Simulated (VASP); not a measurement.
# Cu (I4/mmm) in VASP: a series of runs

Runs on Cu. Level: PBE. Tasks: single point.

All numbers are computed with VASP 6.6.1; they aren't measurements. Logs are shortened: lines on timing, memory, paths and dates and some standing lists are left out, and cuts for length are marked.

**1. The cell of the first run**

The typed cell holds 1 atom: a = 2.540 Å, b = 2.540 Å, c = 2.540 Å, α = 119.98°, β = 119.98°, γ = 90.03°.

**2. Single point, PBE (11.59 Å³/atom)**

Input file INCAR:

```
SYSTEM = Cu
ALGO     = Fast           ! electronic algorithm
EDIFF    = 1E-7           ! SCF threshold, eV
ENCUT    = 520            ! plane-wave cutoff, eV
GGA      = PE             ! functional
ISIF     = 2              ! what is computed and relaxed
ISMEAR   = 0              ! smearing method
LASPH    = .TRUE.         ! aspherical terms in the spheres
LCHARG   = .FALSE.        ! write CHGCAR
LREAL    = .FALSE.        ! projectors in reciprocal space
LWAVE    = .FALSE.        ! write WAVECAR
NBANDS   = 12             ! bands
NELM     = 80             ! most SCF steps
PREC     = Accurate       ! precision mode
SIGMA    = 0.1            ! smearing width, eV
```

Input file KPOINTS:

```
k-points
0
G
  30 30 30
  0 0 0
```

Input file POSCAR:

```
Cu
1.0
   -1.2704311716      1.2704311716      1.7957235040
    1.2704311716     -1.2704311716      1.7957235040
    1.2704311716      1.2704311716     -1.7957235040
Cu
1
Direct
    0.5000000000      0.5000000000      0.0000000000
```

Potentials or basis: VASP PAW PBE potentials, release 64 (Cu).

On the command line:

```
$ cat potpaw_PBE.64/Cu/POTCAR > POTCAR
$ mpirun -np 1 vasp_std > vasp.out
```

OUTCAR:

```text
SYSTEM = Cu
   EDIFF = 1E-7
   ENCUT = 520
   GGA = PE
   ISIF = 2
   ISMEAR = 0
   LASPH = .TRUE.
   LREAL = .FALSE.
   NELM = 80
   PREC = Accurate

 ion  position               nearest neighbor table
   1  0.500  0.500  0.000-

  LATTYP: Found a body centered tetragonal cell.
 ALAT       =     2.5408623432
 C/A-ratio  =     1.4134756326

  Lattice vectors:

 A1 = (  -1.2704311716,   1.2704311716,   1.7957235040)
 A2 = (   1.2704311716,  -1.2704311716,   1.7957235040)
 A3 = (   1.2704311716,   1.2704311716,  -1.7957235040)

Analysis of symmetry for initial positions (statically):
=====================================================================
 Subroutine PRICEL returns:
 Original cell was already a primitive cell.

 Routine SETGRP: Setting up the symmetry group for a
 body centered tetragonal supercell.

 Subroutine GETGRP returns: Found 16 space group operations
 (whereof 16 operations were pure point group operations)
 out of a pool of 16 trial point group operations.

The static configuration has the point symmetry D_4h.

Analysis of symmetry for dynamics (positions and initial velocities):
=====================================================================
 Subroutine PRICEL returns:
 Original cell was already a primitive cell.

 Routine SETGRP: Setting up the symmetry group for a
 body centered tetragonal supercell.

 Subroutine GETGRP returns: Found 16 space group operations
 (whereof 16 operations were pure point group operations)
 out of a pool of 16 trial point group operations.

The dynamic configuration has the point symmetry D_4h.

 Subroutine INISYM returns: Found 16 space group operations
 (whereof 16 operations are pure point group operations),
 and found     1 'primitive' translations

----------------------------------------------------------------------------------------

                                     Primitive cell

  volume of cell :      11.5932

  direct lattice vectors                    reciprocal lattice vectors
    -1.270431172  1.270431172  1.795723504     0.000000000  0.393567169  0.278439303
     1.270431172 -1.270431172  1.795723504     0.393567169  0.000000000  0.278439303
     1.270431172  1.270431172 -1.795723504     0.393567169  0.393567169  0.000000000

  length of vectors
     2.540199525  2.540199525  2.540199525     0.482103269  0.482103269  0.556588029

  position of ions in fractional coordinates (direct lattice)
     0.500000000  0.500000000  0.000000000
[... 77 lines left out ...]
   LREAL  =      F    real-space projection
   EDIFFG = 0.1E-05   stopping-criterion for IOM
   NSW    =      0    number of steps for IOM
   IBRION =     -1    ionic relax: 0-MD 1-quasi-New 2-CG
   NFREE  =      0    steps in history (QN), initial steepest desc. (CG)
   ISIF   =      2    stress and relaxation
   ISYM   =      2    0-nonsym 1-usesym 2-fastsym
   POTIM  = 0.5000    time-step for ionic-motion
   TEBEG  =    0.0;   TEEND  =   0.0 temperature during run
   PSTRESS=    0.0 pullay stress
   NELECT =      11.0000    total number of electrons
   NUPDOWN=      -1.0000    fix difference up-down
   EMIN   =  10.00;   EMAX   =-10.00  energy-range for DOS
   EFERMI =   0.00;   METHOD = LEGACY
   ISMEAR =     0;   SIGMA  =   0.10  broadening in eV -4-tet -1-fermi 0-gaus
   EFERMI_NEDOS =   21; number of points for ismear=-14 and -15
   IALGO  =     68    algorithm
   IMIX   =      4    mixing-type and parameters
     AMIX     =   0.40;   BMIX     =  1.00
     AMIX_MAG =   1.60;   BMIX_MAG =  1.00
  volume/ion in A,a.u.               =      11.59        78.23
  Fermi-wavevector in a.u.,A,eV,Ry     =   1.608688  3.039979 35.210204  2.587877
  Thomas-Fermi vector in A             =   2.704518
   LORBIT       =      0    0 simple, 1 ext, 2 COOP (PROOUT), +10 PAW based schemes
   GGA     = PE    functional components
   LHFCALC =     F    Hartree Fock is set to
   AEXX    =    0.0000 exact exchange contribution
   IVDW    =     0    specifies the selected vdW correction
   LEPSILON=     F    determine dielectric tensor
   LRPA    =     F    only Hartree local field effects (RPA)
 non-spin polarized calculation
 RMM-DIIS sequential band-by-band and
 Gauss-broadening in eV      SIGMA  =   0.10
  energy-cutoff  :      520.00
  volume of cell :       11.59
 maximum number of plane-waves:       331
   NGX =  9   NGY =  9   NGZ =  9

 number of electron      11.0000008 magnetization

 Free energy of the ion-electron system (eV)
  ---------------------------------------------------
  ext. energy  EPLUGINS =         0.00000000
  ---------------------------------------------------
  free energy    TOTEN  =        -3.72240256 eV

  energy without entropy =       -3.72120077  energy(sigma->0) =       -3.72180166

 E-fermi :   7.8455     XC(G=0): -12.8341

 val. band max:        7.8349769382   @ k =  -0.2667  -0.4000   0.1667
 cond. band min:       7.8584099928   @ k =  -0.3333   0.3667   0.1333
 fundamental gap:      0.0234330546
 Fermi energy:         7.8454589319

 k-point     1 :       0.0000    0.0000    0.0000
  band No.  band energies     occupation
      1      -1.6758      2.00000
      2       4.7307      2.00000
      3       4.7307      2.00000
      4       4.7333      2.00000
      5       5.5762      2.00000
      6       5.5788      2.00000
      7      30.5606      0.00000
      8      33.3490      0.00000
      9      33.3490      0.00000
     10      33.3514      0.00000
     11      35.8569      0.00000
     12      35.8580      0.00000
[... 331 lines left out ...]
 k-point    24 :       0.2667    0.0333    0.0000
  band No.  band energies     occupation
      1       0.9359      2.00000
      2       4.4754      2.00000
      3       4.8678      2.00000
      4       4.8841      2.00000
      5       5.6653      2.00000
      6       5.8130      2.00000
      7      19.1093      0.00000
      8      28.9029      0.00000
      9      30.9303      0.00000
     10      31.8241      0.00000
     11      35.1034      0.00000
     12      36.2031      0.00000

 [... further k-points ...]
[... 5 lines left out ...]
  --------------------------------------------------------------------------------------
  -------------------------------------------------------------------------------------
  Total        0.3847493      0.3847493      0.3870688      0.0000000      0.0000000     -0.0000000
  in kB       53.1724562     53.1724562     53.4929997      0.0000000      0.0000000     -0.0000000
  external PRESSURE =      53.2793040 kB  Pullay stress =       0.0000000 kB

 VOLUME and BASIS-vectors are now :
 -----------------------------------------------------------------------------
  energy-cutoff  :      520.00
  volume of cell :       11.59
      direct lattice vectors                 reciprocal lattice vectors
    -1.270431172  1.270431172  1.795723504     0.000000000  0.393567169  0.278439303
     1.270431172 -1.270431172  1.795723504     0.393567169  0.000000000  0.278439303
     1.270431172  1.270431172 -1.795723504     0.393567169  0.393567169  0.000000000

 POSITION                                       TOTAL-FORCE (eV/Angst)
 -----------------------------------------------------------------------------------
      0.00000      0.00000      1.79572         0.000000     -0.000000      0.000000
 -----------------------------------------------------------------------------------
    total drift:                               -0.000000     -0.000000      0.000000

  FREE ENERGIE OF THE ION-ELECTRON SYSTEM (eV)
  ---------------------------------------------------
  free  energy   TOTEN  =        -3.7224025599 eV

  energy  without entropy=       -3.7212007685  energy(sigma->0) =       -3.72180166
```

OSZICAR:

```text
N       E                     dE             d eps       ncg     rms          rms(c)
DAV:   1     0.423831162549E+02    0.42383E+02   -0.52855E+03 51240   0.154E+03
DAV:   2    -0.341976295106E+01   -0.45803E+02   -0.42375E+02 49392   0.205E+02
DAV:   3    -0.462639324934E+01   -0.12066E+01   -0.11971E+01 55908   0.379E+01
DAV:   4    -0.463350071645E+01   -0.71075E-02   -0.71066E-02 54180   0.259E+00
DAV:   5    -0.463356632082E+01   -0.65604E-04   -0.65605E-04 56564   0.252E-01    0.771E+00
RMM:   6    -0.405834017022E+01    0.57523E+00   -0.30895E+00 59813   0.327E+01    0.426E+00
RMM:   7    -0.373704103708E+01    0.32130E+00   -0.44592E-01 59463   0.120E+01    0.101E+00
RMM:   8    -0.372366775797E+01    0.13373E-01   -0.12459E-02 61208   0.115E+00    0.281E-01
RMM:   9    -0.372233585159E+01    0.13319E-02   -0.28630E-03 62199   0.995E-01    0.238E-02
RMM:  10    -0.372239384804E+01   -0.57996E-04   -0.47666E-04 63170   0.276E-01    0.106E-02
RMM:  11    -0.372240061315E+01   -0.67651E-05   -0.65043E-05 67998   0.913E-02    0.762E-03
RMM:  12    -0.372240227610E+01   -0.16629E-05   -0.10259E-05 66890   0.323E-02    0.139E-03
RMM:  13    -0.372240252046E+01   -0.24436E-06   -0.12923E-06 59715   0.112E-02    0.538E-04
RMM:  14    -0.372240255988E+01   -0.39421E-07   -0.18513E-07 49294   0.598E-03
   1 F= -.37224026E+01 E0= -.37218017E+01  d E =-.120179E-02
```

stdout:

```text
POSCAR found type information on POSCAR Cu
 POSCAR found :  1 types and       1 ions
 scaLAPACK will be used
 LDA part: xc-table for (Slater+PW92), standard interpolation
 POSCAR, INCAR and KPOINTS ok, starting setup
 FFT: planning ... GRIDC
 FFT: planning ... GRID_SOFT
 FFT: planning ... GRID
 WAVECAR not read
 entering main loop
WARNING in EDDRMM: call to ZHEGV failed, returncode =   6  3      8
WARNING in EDDRMM: call to ZHEGV failed, returncode =   6  3      8
WARNING in EDDRMM: call to ZHEGV failed, returncode =   6  3      8
WARNING in EDDRMM: call to ZHEGV failed, returncode =   6  3      8
WARNING in EDDRMM: call to ZHEGV failed, returncode =   6  3      9
WARNING in EDDRMM: call to ZHEGV failed, returncode =   6  3     11
WARNING in EDDRMM: call to ZHEGV failed, returncode =   6  3     10
WARNING in EDDRMM: call to ZHEGV failed, returncode =   6  3      9
WARNING in EDDRMM: call to ZHEGV failed, returncode =   6  3     10
WARNING in EDDRMM: call to ZHEGV failed, returncode =   6  3     10
WARNING in EDDRMM: call to ZHEGV failed, returncode =   6  3     10
WARNING in EDDRMM: call to ZHEGV failed, returncode =   6  3     11
WARNING in EDDRMM: call to ZHEGV failed, returncode =   6  3      9
WARNING in EDDRMM: call to ZHEGV failed, returncode =   6  3     11
WARNING in EDDRMM: call to ZHEGV failed, returncode =   6  3     10
WARNING in EDDRMM: call to ZHEGV failed, returncode =   6  3      9
WARNING in EDDRMM: call to ZHEGV failed, returncode =   6  3      9
WARNING in EDDRMM: call to ZHEGV failed, returncode =   6  3     11
WARNING in EDDRMM: call to ZHEGV failed, returncode =   6  3      9
WARNING in EDDRMM: call to ZHEGV failed, returncode =   6  3     11
```

Run time: 7.8 min. Hardware: 1 thread of Intel Xeon 8259CL, shared host; peak memory 0.37 GiB.

Results:

| Quantity | Value |
| --- | --- |
| Free energy | -3.7224 eV |
| Pressure | 5.3 GPa |
| Band gap on the k mesh | zero (an odd number of electrons rules out a gap without spin polarisation) |

Caveat: the cell stands under pressure.

**3. Single point, PBE**

This run uses another cell than the first one, of 11.95 Å³/atom.

Input file INCAR:

```
ALGO = Fast ; EDIFF = 1E-6
ENCUT = 520 ; GGA = PE
ISIF = 2 ; ISMEAR = 0
LASPH = True ; LCHARG = False
LREAL = False ; LWAVE = False
NBANDS = 12 ; NELM = 60
PREC = Accurate ; SIGMA = 0.1
```

Input file KPOINTS:

```
k-points
0
Gamma
  30 30 30
```

Input file POSCAR:

```
Cu
1.0
   -1.2833956504      1.2833956504      1.8140484789
    1.2833956504     -1.2833956504      1.8140484789
    1.2833956504      1.2833956504     -1.8140484789
Cu
1
Direct
    0.5000000000      0.5000000000      0.0000000000
```

Potentials or basis: VASP PAW PBE potentials, release 64 (Cu).

On the command line:

```
$ cat potpaw_PBE.64/Cu/POTCAR > POTCAR
$ mpirun -np 1 vasp_std > vasp.out
```

It took 7.2 min on 1 thread of Intel Xeon 8259CL, shared host; peak memory 0.37 GiB.

It converged, with:

```
Free energy            : -3.7288 eV
Pressure               : 0.5 GPa
Band gap on the k mesh : zero (an odd number of electrons rules out a gap without spin polarisation)
```

Levels at points of the mesh, in eV from the Fermi level:
| k point | band 2 | band 3 | band 4 | band 5 | band 6 | band 7 | band 8 | band 9 | band 10 | band 11 |
| --- | --- | --- | --- | --- | --- | --- | --- | --- | --- | --- |
| (0.00, 0.00, 0.00) | -3.02 | -3.02 | -3.02 | -2.21 | -2.21 | 22.47 | 25.02 | 25.02 | 25.03 | 27.51 |
| (0.50, 0.00, 0.00) | -3.05 | -3.05 | -1.65 | -1.65 | -0.99 | 3.67 | 20.97 | 21.85 | 21.87 | 24.87 |
| (0.50, 0.50, 0.00) | -4.39 | -1.67 | -1.51 | -1.51 | 1.48 | 7.00 | 12.97 | 12.97 | 17.43 | 20.04 |
| (0.50, 0.50, 0.50) | -4.39 | -1.67 | -1.51 | -1.51 | 1.49 | 7.01 | 12.96 | 12.96 | 17.42 | 20.03 |

**4. Single point, PBE (12.31 Å³/atom)**

This run uses another cell than the first one, of 12.31 Å³/atom.

Input file INCAR:

```
PREC = Accurate
ENCUT = 520
EDIFF = 1E-6
ISMEAR = 0
SIGMA = 0.1
LREAL = F
LASPH = T
NELM = 80
ALGO = Fast
ISIF = 2
LWAVE = F
LCHARG = T
GGA = PE
LELF = T
LVHAR = T
NBANDS = 12
```

Input file KPOINTS:

```
regular mesh
0
Gamma
  30 30 30
```

Input file POSCAR:

```
Cu
1.0
   -1.2961033645      1.2961033645      1.8320105231
    1.2961033645     -1.2961033645      1.8320105231
    1.2961033645      1.2961033645     -1.8320105231
Cu
1
Direct
    0.5000000000      0.5000000000      0.0000000000
```

On the command line:

```
$ cat potpaw_PBE.64/Cu/POTCAR > POTCAR
$ mpirun -np 1 vasp_std > vasp.out
```

Wall time 7 min (1 thread of Intel Xeon 8259CL, shared host); peak memory 0.38 GiB.

It converged, with:

```
Free energy            : -3.7257 eV
Pressure               : -3.2 GPa
Band gap on the k mesh : zero (an odd number of electrons rules out a gap without spin polarisation)
```

Levels at points of the mesh, in eV from the Fermi level:
| k point | band 4 | band 5 | band 6 | band 7 | band 8 | band 9 |
| --- | --- | --- | --- | --- | --- | --- |
| (0.00, 0.00, 0.00) | -2.93 | -2.16 | -2.16 | 22.24 | 24.56 | 24.56 |
| (0.50, 0.00, 0.00) | -1.63 | -1.63 | -0.91 | 3.53 | 20.75 | 21.40 |
| (0.50, 0.50, 0.00) | -1.49 | -1.49 | 1.50 | 6.80 | 12.74 | 12.74 |
| (0.50, 0.50, 0.50) | -1.49 | -1.49 | 1.51 | 6.81 | 12.73 | 12.73 |

Caveat: the cell stands under tension.

**5. The runs side by side**

```csv
cell,further INCAR settings,gap on the mesh (eV),pressure (GPa)
"a = 2.540 Å, angles 120.0, 120.0, 90.0°, 1 atom",ALGO = Fast; EDIFF = 1e-07; NBANDS = 12,none,5.3
"a = 2.566 Å, angles 120.0, 120.0, 90.0°, 1 atom",ALGO = Fast; EDIFF = 1e-06; NBANDS = 12,none,0.5
"a = 2.592 Å, angles 120.0, 120.0, 90.0°, 1 atom",ALGO = Fast; EDIFF = 1e-06; NBANDS = 12,none,-3.2
```

Alike in all rows: task single point; level PBE; potentials or basis VASP PAW PBE potentials, release 64 (Cu); no spin polarisation; k mesh 30 × 30 × 30; cutoff (eV) 520; smearing gaussian 0.1 eV.

Caveats: the cell stands under pressure (at least some runs); the cell stands under tension (at least some runs).

Absolute energies hang on the potentials; compare differences alone.
